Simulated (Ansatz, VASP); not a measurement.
MgO: VASP beside Ansatz

The input POSCAR:

```
MgO
1.0
    3.2882172536      0.0000000000      0.0000000000
   -1.6441086268      2.8476796748      0.0000000000
    0.0000000000      0.0000000000      5.0343661375
Mg O
2 2
Direct
    0.3333333333      0.6666666667     -0.0098385294
    0.6666666667      0.3333333333      0.4901614706
    0.3333333333      0.6666666667      0.3848385294
    0.6666666667      0.3333333333      0.8848385294
```

Contents of INCAR.step1:

```
SYSTEM = MgO
PREC = Accurate ; ENCUT = 520
EDIFF = 1E-5 ; ISMEAR = 0
SIGMA = 0.01 ; LREAL = .False.
LASPH = .True. ; NELM = 60
ALGO = Normal ; ISIF = 2
LWAVE = .True. ; GGA = PE
NBANDS = 16
```

File INCAR.step2:

```
SYSTEM = MgO
PREC = Accurate ; ENCUT = 520
EDIFF = 1E-7 ; ISMEAR = 0
SIGMA = 0.01 ; LREAL = .False.
LASPH = .True. ; NELM = 60
ALGO = Normal ; ISIF = 2
LWAVE = .False. ; LCHARG = .True.
GGA = PE ; LHFCALC = .True.
AEXX = 0.3 ; HFSCREEN = 0.1
PRECFOCK = Normal ; LELF = .True.
LVHAR = .True. ; ISTART = 1
NBANDS = 16
```

The input KPOINTS:

```
Automatic mesh
0
Gamma
  6 6 2
  0 0 0
```

Input for Ansatz:

```yaml
crystal:
  lattice:
    - [3.2882172536, 0.0, 0.0]
    - [-1.6441086268, 2.8476796748, 0.0]
    - [0.0, 0.0, 5.0343661375]
  atoms:
    - { symbol: Mg, position: [0.3333333333, 0.6666666667, -0.0098385294] }
    - { symbol: Mg, position: [0.6666666667, 0.3333333333, 0.4901614706] }
    - { symbol: O, position: [0.3333333333, 0.6666666667, 0.3848385294] }
    - { symbol: O, position: [0.6666666667, 0.3333333333, 0.8848385294] }
kpoints:
  mp_grid: { grid: [6, 6, 2] }
hamiltonian:
  xc: { exchange: pbe, correlation: pbe, exx: { coeff: 0.3, omega: 0.1 } }
scf:
  occupations: { method: fixed }
  n_extra_bands: 5
output:
  forces: true
  stress: true
  eigenvalues: true
```

Alike in both runs: task single point; functional PBE-based screened hybrid with a share of 0.3 of exact exchange and HFSCREEN = 0.1; k mesh 6 × 6 × 2; no spin polarisation.

|  | VASP | Ansatz |
| --- | --- | --- |
| version | VASP 6.6.1 | Ansatz 0.2.0 |
| potentials or method | VASP PAW PBE potentials, release 64 (Mg, O) | plane waves |
| plane-wave cutoff (eV) | 520 | 420 |
| occupations | gaussian, width 0.01 eV | fixed |
| valence electrons in the cell | 16 | 32 |

|  | VASP | Ansatz | Ansatz less VASP |
| --- | --- | --- | --- |
| gap on the k mesh at the Fermi level (eV) | 5.90 | 5.92 | +0.015 |
| pressure (GPa) | -0.9 | -0.8 | +0.09 |
| traceless stress, the component that is largest in VASP (GPa) | 0.11 | 0.11 | -0.001 |
| rms of the force components (eV/Å) | 0.004 | 0.005 | +0.0010 |

VASP's potentials were made for PBE, not for PBE-based screened hybrid. Atom by atom the forces differ by 0.001 eV/Å (rms over components). VASP's potentials hold 16 valence electrons a cell and Ansatz's 32, so a difference there can come from the potentials and not from the codes. Ansatz's warnings: stress exchange threshold loose, stress scf threshold loose.

The k mesh is coarse, so the values compare programs but aren't converged.
